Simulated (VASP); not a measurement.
# BP (Fm-3m) in VASP: further runs

Runs on BP. Level: LDA. Tasks: vibrations by perturbation theory.

Everything below comes from runs of VASP 6.6.1. Logs are shortened: lines on timing, memory, paths and dates and some standing lists are left out, and cuts for length are marked.

### Step 1. The cell of the first run

Symmetry: Fm-3m, No. 225, cubic system. Conventional cell: a = 4.317 Å, b = 4.317 Å, c = 4.317 Å, α = 90.00°, β = 90.00°, γ = 90.00°. B (site symmetry m-3m) has 6 P at 2.16 Å within 2.9 Å. Within 2.9 Å of P (site symmetry m-3m) lie 6 B at 2.16 Å.

### Step 2. Vibrations by perturbation theory, LDA

File INCAR:

```
SYSTEM = BP
ALGO = Normal ; EDIFF = 1E-8
ENCUT = 520 ; GGA = CA
IBRION = 8 ; ISIF = 2
ISMEAR = -1 ; LASPH = .TRUE.
LCHARG = .FALSE. ; LREAL = .FALSE.
LWAVE = .FALSE. ; NELM = 80
NSW = 1 ; PREC = Accurate
SIGMA = 0.15
```

File KPOINTS:

```
k-points
0
G
  16 16 16
  0 0 0
```

File POSCAR:

```
BP
1.0
    0.0000000000      2.1585000000      2.1585000000
    2.1585000000      0.0000000000      2.1585000000
    2.1585000000      2.1585000000      0.0000000000
B P
1 1
Direct
    0.0000000000      0.0000000000      0.0000000000
    0.5000000000      0.5000000000      0.5000000000
```

Potentials or basis: VASP PAW LDA potentials, release 64 (B, P).

The run is started by

```bash
cat potpaw_LDA.64/B/POTCAR potpaw_LDA.64/P/POTCAR > POTCAR
mpirun -np 1 vasp_std > vasp.out
```

OUTCAR:

```text
SYSTEM = BP
   EDIFF = 1E-8
   ENCUT = 520
   GGA = CA
   IBRION = 8
   ISIF = 2
   ISMEAR = -1
   LASPH = .TRUE.
   LREAL = .FALSE.
   NELM = 80
   NSW = 1
   PREC = Accurate

 ion  position               nearest neighbor table
   1  0.000  0.000  0.000-   2 2.16   2 2.16   2 2.16   2 2.16   2 2.16   2 2.16
   2  0.500  0.500  0.500-   1 2.16   1 2.16   1 2.16   1 2.16   1 2.16   1 2.16

  LATTYP: Found a face centered cubic cell.
 ALAT       =     4.3170000000

  Lattice vectors:

 A1 = (   0.0000000000,   2.1585000000,   2.1585000000)
 A2 = (   2.1585000000,   0.0000000000,   2.1585000000)
 A3 = (   2.1585000000,   2.1585000000,   0.0000000000)

Analysis of symmetry for initial positions (statically):
=====================================================================
 Subroutine PRICEL returns:
 Original cell was already a primitive cell.

 Routine SETGRP: Setting up the symmetry group for a
 face centered cubic supercell.

 Subroutine GETGRP returns: Found 48 space group operations
 (whereof 48 operations were pure point group operations)
 out of a pool of 48 trial point group operations.

The static configuration has the point symmetry O_h .

Analysis of symmetry for dynamics (positions and initial velocities):
=====================================================================
 Subroutine PRICEL returns:
 Original cell was already a primitive cell.

 Routine SETGRP: Setting up the symmetry group for a
 face centered cubic supercell.

 Subroutine GETGRP returns: Found 48 space group operations
 (whereof 48 operations were pure point group operations)
 out of a pool of 48 trial point group operations.

The dynamic configuration has the point symmetry O_h .

 Subroutine INISYM returns: Found 48 space group operations
 (whereof 48 operations are pure point group operations),
 and found     1 'primitive' translations
[... 424 lines left out ...]
  in kB      -58.8538740    -58.8538740    -58.8538740     -0.0000000      0.0000000     -0.0000000
  external PRESSURE =     -58.8538740 kB  Pullay stress =       0.0000000 kB

 VOLUME and BASIS-vectors are now :
 -----------------------------------------------------------------------------
  energy-cutoff  :      520.00
  volume of cell :       20.11
      direct lattice vectors                 reciprocal lattice vectors
     0.000000000  2.158500000  2.158500000    -0.231642344  0.231642344  0.231642344
     2.158500000  0.000000000  2.158500000     0.231642344 -0.231642344  0.231642344
     2.158500000  2.158500000  0.000000000     0.231642344  0.231642344 -0.231642344

 POSITION                                       TOTAL-FORCE (eV/Angst)
 -----------------------------------------------------------------------------------
      0.00000      0.00000      0.00000        -0.000000     -0.000000     -0.000000
      2.15850      2.15850      2.15850         0.000000      0.000000      0.000000
 -----------------------------------------------------------------------------------
    total drift:                                0.000000     -0.000000     -0.000000

  FREE ENERGIE OF THE ION-ELECTRON SYSTEM (eV)
  ---------------------------------------------------
  free  energy   TOTEN  =       -12.3743794278 eV

  energy  without entropy=      -12.3220832417  energy(sigma->0) =      -12.34823133

[... ionic steps 2 to 3 ...]

--------------------------------------- Ionic step        4  -------------------------------------------

------------------------ aborting loop because EDIFF is reached ----------------------------------------

[... ionic steps 5 to 6 ...]

--------------------------------------- Ionic step        7  -------------------------------------------

 Free energy of the ion-electron system (eV)
  ---------------------------------------------------
  ---------------------------------------------------
  free energy    TOTEN  =        -0.03931294 eV

  energy without entropy =       -0.03931294

------------------------ aborting loop because EDIFF is reached ----------------------------------------

 INTERNAL STRAIN TENSOR  FOR ION    2  DIRECTION 1   (eV/Angst):
 -----------------------------------------------------------------------------
    -0.05416  0.00000 -0.00000
     0.00000  0.04494 -0.00000
     0.00000 -0.00000  0.04494

 INTERNAL STRAIN TENSOR FOR ION    2 for displacements in x,y,z  (eV/Angst):
          X           Y           Z          XY          YZ          ZX
  --------------------------------------------------------------------------------
  x     0.00000     0.00000     0.00000     0.00000     0.00000     0.00000
  y     0.00000     0.00000     0.00000     0.00000     0.00000     0.00000
  z     0.00000     0.00000     0.00000     0.00000     0.00000     0.00000

 SECOND DERIVATIVES (NOT SYMMETRIZED)
 ------------------------------------
               1X          1Y          1Z          2X          2Y          2Z
  1X     1.028412    0.000000    0.000000   -1.028412    0.000000    0.000000
  1Y     0.000000    1.028412    0.000000    0.000000   -1.028412    0.000000
  1Z     0.000000    0.000000    1.028412    0.000000    0.000000   -1.028412
  2X    -1.030054    0.000000    0.000000    1.030054    0.000000    0.000000
  2Y     0.000000   -1.030054    0.000000    0.000000    1.030054    0.000000
  2Z     0.000000    0.000000   -1.030054    0.000000    0.000000    1.030054

 Eigenvectors and eigenvalues of the dynamical matrix
 ----------------------------------------------------

   1 f  =    0.001957 THz     0.012297 2PiTHz    0.065284 cm-1     0.008094 meV
             X         Y         Z           dx          dy          dz
      0.000000  0.000000  0.000000    -0.492694   -0.127625    0.000000
      2.158500  2.158500  2.158500    -0.833290   -0.215852    0.000000
[... 21 lines left out ...]
   6 f/i=    5.601478 THz    35.195123 2PiTHz  186.845186 cm-1    23.165840 meV
             X         Y         Z           dx          dy          dz
      0.000000  0.000000  0.000000     0.441617    0.738877    0.000000
      2.158500  2.158500  2.158500    -0.261112   -0.436871    0.000000

--------------------------------------------------------------------------------------------------------

 ELASTIC MODULI CONTR FROM IONIC RELAXATION (kBar)
 Direction    XX          YY          ZZ          XY          YZ          ZX
 --------------------------------------------------------------------------------
 XX           0.0000      0.0000      0.0000      0.0000      0.0000      0.0000
 YY           0.0000      0.0000      0.0000      0.0000      0.0000      0.0000
 ZZ           0.0000      0.0000      0.0000      0.0000      0.0000      0.0000
 XY           0.0000      0.0000      0.0000      0.0000      0.0000      0.0000
 YZ           0.0000      0.0000      0.0000      0.0000      0.0000      0.0000
 ZX           0.0000      0.0000      0.0000      0.0000      0.0000      0.0000
 --------------------------------------------------------------------------------
```

OSZICAR:

```text
N       E                     dE             d eps       ncg     rms          rms(c)
DAV:   1     0.704342819120E+01    0.70434E+01   -0.42314E+03  2344   0.911E+02
DAV:   2    -0.123987680814E+02   -0.19442E+02   -0.18865E+02  3400   0.107E+02
DAV:   3    -0.126179246369E+02   -0.21916E+00   -0.21773E+00  2856   0.138E+01
DAV:   4    -0.126183899816E+02   -0.46534E-03   -0.46529E-03  3912   0.633E-01
[... 35 lines left out ...]
RMM:   6    -0.393087966257E-01   -0.67775E-05   -0.19638E-08  9621   0.131E-03    0.141E-03
RMM:   7    -0.393131517865E-01   -0.43552E-05   -0.10156E-08  9745   0.727E-04    0.179E-04
RMM:   8    -0.393129058849E-01    0.24590E-06   -0.39822E-09 10052   0.991E-05    0.136E-04
RMM:   9    -0.393129345681E-01   -0.28683E-07    0.80079E-09 10084   0.295E-05    0.445E-06
RMM:  10    -0.393129370493E-01   -0.24812E-08    0.35086E-08  9822   0.996E-06    0.798E-07
 Linear response finished
```

stdout:

```text
POSCAR found type information on POSCAR B P
 POSCAR found :  2 types and       2 ions
 scaLAPACK will be used
 LDA part: xc-table for (Slater(with rela. corr.)+CA(PZ))
 , standard interpolation
 POSCAR, INCAR and KPOINTS ok, starting setup
 FFT: planning ... GRIDC
 FFT: planning ... GRID_SOFT
 FFT: planning ... GRID
 WAVECAR not read
 entering main loop
 Linear response reoptimize wavefunctions to high precision
 Linear response DOF=           2
 Linear response progress:
 first order change of Fermi-energy   0.22282E-03
 force on displaced ion       1 direction 1 :   1.028   0.000   0.000
 Linear response progress:
 first order change of Fermi-energy   0.92073E-04
 force on displaced ion       2 direction 1 :   1.030   0.000   0.000
 Linear response finished
```

It took 3.9 min on 1 thread of AMD EPYC 7R43 (Zen 3), shared host; peak memory 0.22 GiB.

What came out:

| Property | Result |
| --- | --- |
| Highest phonon frequency at Γ, LO-TO splitting left out | 0 cm⁻¹ |
| Most unstable mode | 187i cm⁻¹ |

Phonon frequencies in cm⁻¹ (negative: imaginary):
| q point | frequencies |
| --- | --- |
| (0.000, 0.000, 0.000) | -187 -187 -187 0 0 0 |

Caveat: the cell stands under pressure or tension, which shifts response properties; some modes are imaginary.

### Step 3. Vibrations by perturbation theory, LDA

This run uses another cell than the first one, of 8.54 Å³/atom.

File INCAR:

```
SYSTEM = BP
PREC     = Accurate       ! precision mode
ENCUT    = 520            ! plane-wave cutoff, eV
EDIFF    = 1E-8           ! SCF threshold, eV
ISMEAR   = -1             ! smearing method
SIGMA    = 0.15           ! smearing width, eV
LREAL    = .False.        ! projectors in reciprocal space
LASPH    = .True.         ! aspherical terms in the spheres
NELM     = 60             ! most SCF steps
ALGO     = Normal         ! electronic algorithm
ISIF     = 2              ! what is computed and relaxed
LWAVE    = .False.        ! write WAVECAR
LCHARG   = .False.        ! write CHGCAR
GGA      = CA             ! functional
NBANDS   = 11             ! bands
IBRION   = 8              ! ionic algorithm
NSW      = 1              ! ionic steps
```

File KPOINTS:

```
regular mesh
0
Gamma
  18 18 18
  0 0 0
```

File POSCAR:

```
BP
1.0
    0.0000000000      2.0439000000      2.0439000000
    2.0439000000      0.0000000000      2.0439000000
    2.0439000000      2.0439000000      0.0000000000
B P
1 1
Direct
    0.0000000000      0.0000000000      0.0000000000
    0.5000000000      0.5000000000      0.5000000000
```

Potentials or basis: VASP PAW LDA potentials, release 64 (B, P).

The run is started by

```bash
cat potpaw_LDA.64/B/POTCAR potpaw_LDA.64/P/POTCAR > POTCAR
mpirun -np 1 vasp_std > vasp.out
```

OUTCAR:

```text
SYSTEM = BP
   PREC = Accurate
   ENCUT = 520
   EDIFF = 1E-8
   ISMEAR = -1
   LREAL = .False.
   LASPH = .True.
   NELM = 60
   ISIF = 2
   GGA = CA
   IBRION = 8
   NSW = 1

 ion  position               nearest neighbor table
   1  0.000  0.000  0.000-   2 2.04   2 2.04   2 2.04   2 2.04   2 2.04   2 2.04
   2  0.500  0.500  0.500-   1 2.04   1 2.04   1 2.04   1 2.04   1 2.04   1 2.04

  LATTYP: Found a face centered cubic cell.
 ALAT       =     4.0878000000

  Lattice vectors:

 A1 = (   0.0000000000,   2.0439000000,   2.0439000000)
 A2 = (   2.0439000000,   0.0000000000,   2.0439000000)
 A3 = (   2.0439000000,   2.0439000000,   0.0000000000)

Analysis of symmetry for initial positions (statically):
=====================================================================
 Subroutine PRICEL returns:
 Original cell was already a primitive cell.

 Routine SETGRP: Setting up the symmetry group for a
 face centered cubic supercell.

 Subroutine GETGRP returns: Found 48 space group operations
 (whereof 48 operations were pure point group operations)
 out of a pool of 48 trial point group operations.

The static configuration has the point symmetry O_h .

Analysis of symmetry for dynamics (positions and initial velocities):
=====================================================================
 Subroutine PRICEL returns:
 Original cell was already a primitive cell.

 Routine SETGRP: Setting up the symmetry group for a
 face centered cubic supercell.

 Subroutine GETGRP returns: Found 48 space group operations
 (whereof 48 operations were pure point group operations)
 out of a pool of 48 trial point group operations.

The dynamic configuration has the point symmetry O_h .

 Subroutine INISYM returns: Found 48 space group operations
 (whereof 48 operations are pure point group operations),
 and found     1 'primitive' translations

----------------------------------------------------------------------------------------

                                     Primitive cell

  volume of cell :      17.0769

  direct lattice vectors                    reciprocal lattice vectors
     0.000000000  2.043900000  2.043900000    -0.244630364  0.244630364  0.244630364
     2.043900000  0.000000000  2.043900000     0.244630364 -0.244630364  0.244630364
     2.043900000  2.043900000  0.000000000     0.244630364  0.244630364 -0.244630364

  length of vectors
     2.890511100  2.890511100  2.890511100     0.423712219  0.423712219  0.423712219

  position of ions in fractional coordinates (direct lattice)
     0.000000000  0.000000000  0.000000000
     0.500000000  0.500000000  0.500000000

  ion indices of the primitive-cell ions
[... 138 lines left out ...]
      5      19.9876      0.00000
      6      19.9876      0.00000
      7      19.9876      0.00000
      8      21.8501      0.00000
      9      22.0274      0.00000
     10      22.0274      0.00000
     11      22.0274      0.00000
[... 309 lines left out ...]
 k-point    24 :      -0.2222    0.0556    0.0000
  band No.  band energies     occupation
      1      -5.1073      2.00000
      2       6.7476      2.00000
      3      10.8087      1.99986
      4      12.7139      0.08199
      5      15.8874      0.00000
      6      17.4321      0.00000
      7      19.5996      0.00000
      8      21.4008      0.00000
      9      22.3598      0.00000
     10      23.3087      0.00000
     11      25.7333      0.00000

 [... further k-points ...]

------------------------ aborting loop because EDIFF is reached ----------------------------------------

  FORCE on cell =-STRESS in cart. coord.  units (eV):
  Direction    XX          YY          ZZ          XY          YZ          ZX
  --------------------------------------------------------------------------------------
  -------------------------------------------------------------------------------------
  Total        3.0040607      3.0040607      3.0040607      0.0000000      0.0000000     -0.0000000
  in kB      281.8450199    281.8450199    281.8450199      0.0000000      0.0000000     -0.0000000
  external PRESSURE =     281.8450199 kB  Pullay stress =       0.0000000 kB

 VOLUME and BASIS-vectors are now :
 -----------------------------------------------------------------------------
  energy-cutoff  :      520.00
  volume of cell :       17.08
      direct lattice vectors                 reciprocal lattice vectors
     0.000000000  2.043900000  2.043900000    -0.244630364  0.244630364  0.244630364
     2.043900000  0.000000000  2.043900000     0.244630364 -0.244630364  0.244630364
     2.043900000  2.043900000  0.000000000     0.244630364  0.244630364 -0.244630364

 POSITION                                       TOTAL-FORCE (eV/Angst)
 -----------------------------------------------------------------------------------
      0.00000      0.00000      0.00000         0.000000     -0.000000      0.000000
      2.04390      2.04390      2.04390        -0.000000      0.000000     -0.000000
 -----------------------------------------------------------------------------------
    total drift:                                0.000000     -0.000000     -0.000000

  FREE ENERGIE OF THE ION-ELECTRON SYSTEM (eV)
  ---------------------------------------------------
  free  energy   TOTEN  =       -12.2002639476 eV

  energy  without entropy=      -12.1486413363  energy(sigma->0) =      -12.17445264

[... ionic steps 2 to 3 ...]

--------------------------------------- Ionic step        4  -------------------------------------------

------------------------ aborting loop because EDIFF is reached ----------------------------------------

[... ionic steps 5 to 6 ...]

--------------------------------------- Ionic step        7  -------------------------------------------

 Free energy of the ion-electron system (eV)
  ---------------------------------------------------
  ---------------------------------------------------
  free energy    TOTEN  =        -0.03872681 eV

  energy without entropy =       -0.03872681

------------------------ aborting loop because EDIFF is reached ----------------------------------------

 INTERNAL STRAIN TENSOR  FOR ION    2  DIRECTION 1   (eV/Angst):
 -----------------------------------------------------------------------------
     0.05052  0.00000  0.00000
     0.00000 -0.02170  0.00000
    -0.00000  0.00000 -0.02170

 INTERNAL STRAIN TENSOR FOR ION    2 for displacements in x,y,z  (eV/Angst):
          X           Y           Z          XY          YZ          ZX
  --------------------------------------------------------------------------------
  x     0.00000     0.00000     0.00000     0.00000     0.00000     0.00000
  y     0.00000     0.00000     0.00000     0.00000     0.00000     0.00000
  z     0.00000     0.00000     0.00000     0.00000     0.00000     0.00000

 SECOND DERIVATIVES (NOT SYMMETRIZED)
 ------------------------------------
               1X          1Y          1Z          2X          2Y          2Z
  1X    -2.699912    0.000000    0.000000    2.699912    0.000000    0.000000
  1Y     0.000000   -2.699912    0.000000    0.000000    2.699912    0.000000
  1Z     0.000000    0.000000   -2.699912    0.000000    0.000000    2.699912
  2X     2.699468    0.000000    0.000000   -2.699468    0.000000    0.000000
  2Y     0.000000    2.699468    0.000000    0.000000   -2.699468    0.000000
  2Z     0.000000    0.000000    2.699468    0.000000    0.000000   -2.699468

 Eigenvectors and eigenvalues of the dynamical matrix
 ----------------------------------------------------

   1 f  =    9.073919 THz    57.013116 2PiTHz  302.673364 cm-1    37.526697 meV
             X         Y         Z           dx          dy          dz
      0.000000  0.000000  0.000000     0.860989   -0.000000    0.000000
      2.043900  2.043900  2.043900    -0.508623    0.000000    0.000000
[... 21 lines left out ...]
   6 f/i=    0.000327 THz     0.002052 2PiTHz    0.010896 cm-1     0.001351 meV
             X         Y         Z           dx          dy          dz
      0.000000  0.000000  0.000000    -0.318904    0.396230    0.000000
      2.043900  2.043900  2.043900    -0.539835    0.670731    0.000000

--------------------------------------------------------------------------------------------------------

 ELASTIC MODULI CONTR FROM IONIC RELAXATION (kBar)
 Direction    XX          YY          ZZ          XY          YZ          ZX
 --------------------------------------------------------------------------------
 XX           0.0000      0.0000      0.0000      0.0000      0.0000      0.0000
 YY           0.0000      0.0000      0.0000      0.0000      0.0000      0.0000
 ZZ           0.0000      0.0000      0.0000      0.0000      0.0000      0.0000
 XY           0.0000      0.0000      0.0000      0.0000      0.0000      0.0000
 YZ           0.0000      0.0000      0.0000      0.0000      0.0000      0.0000
 ZX           0.0000      0.0000      0.0000      0.0000      0.0000      0.0000
 --------------------------------------------------------------------------------
```

Wall time 5.9 min (1 thread of AMD EPYC 7R43 (Zen 3), shared host); peak memory 0.28 GiB.

What came out:

| Quantity | Value |
| --- | --- |
| Highest phonon frequency at Γ, LO-TO splitting left out | 303 cm⁻¹ |

Phonon frequencies in cm⁻¹ (negative: imaginary):
```tsv
q point	frequencies
(0.000, 0.000, 0.000)	0 0 0 303 303 303
```

Caveat: the cell stands under pressure or tension, which shifts response properties.
